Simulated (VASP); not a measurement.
Wanted: the native input for a VASP 6.6.1 run.

* Task: single point
* Functional: PBE
* Potentials or basis: VASP PAW PBE potentials, release 64 (Zn, S)
* Cutoff: 520 eV
* k mesh: 7 × 7 × 3
* Occupations: gaussian, width 0.05 eV
* Spin: no spin polarisation
* Dipole correction: no
* Further INCAR settings: ALGO = Normal; EDIFF = 1e-06; NBANDS = 46

The structure of ZnS lies in POSCAR:

```
ZnS
1.0
   -2.7046500000     -2.7046500000      0.0000000000
    2.7046500000     -2.7046500000      0.0000000000
    0.0000000000      0.0000000000     10.5186000000
Zn S
4 4
Direct
    0.0000000000      0.0000000000      0.9642383492
    0.5000000000      0.5000000000      0.1928476698
    0.0000000000      0.0000000000      0.4499778963
    0.5000000000      0.5000000000      0.7071081228
    0.5000000000      0.0000000000      0.3214127831
    0.0000000000      0.5000000000      0.5785430095
    0.5000000000      0.0000000000      0.8356732360
    0.0000000000      0.5000000000      0.0642825566
```

This cell differs from its parent crystal: the distance across one plane changed.

These files were run (other wordings do the same):

INCAR

```
PREC     = Accurate       # precision mode
ENCUT    = 520            # plane-wave cutoff, eV
EDIFF    = 1E-6           # SCF threshold, eV
ISMEAR   = 0              # smearing method
SIGMA    = 0.05           # smearing width, eV
LREAL    = F              # projectors in reciprocal space
LASPH    = T              # aspherical terms in the spheres
NELM     = 80             # most SCF steps
ALGO     = Normal         # electronic algorithm
ISIF     = 2              # what is computed and relaxed
LWAVE    = F              # write WAVECAR
LCHARG   = F              # write CHGCAR
GGA      = PE             # functional
NBANDS   = 46             # bands
```

KPOINTS

```
Automatic mesh
0
Gamma
  7 7 3
```

Potentials or basis: VASP PAW PBE potentials, release 64 (Zn, S).

Run with:

```bash
$ cat potpaw_PBE.64/Zn/POTCAR potpaw_PBE.64/S/POTCAR > POTCAR
$ mpirun -np 1 vasp_std > vasp.out
```

Results of the run:

The pressure is 4.2 GPa, the largest force is 1.659 eV/Å and the band gap on the k mesh is 2.13 eV.

Caveat: the cell differs from its parent crystal (the distance across one plane changed); the cell stands under pressure; forces of over 1 eV/Å act on the atoms, so gaps and moduli don't describe the material at rest.

Run time: 5.9 min on 1 thread of AMD EPYC 7R13, with other jobs on the host, peak memory 0.3 GiB.
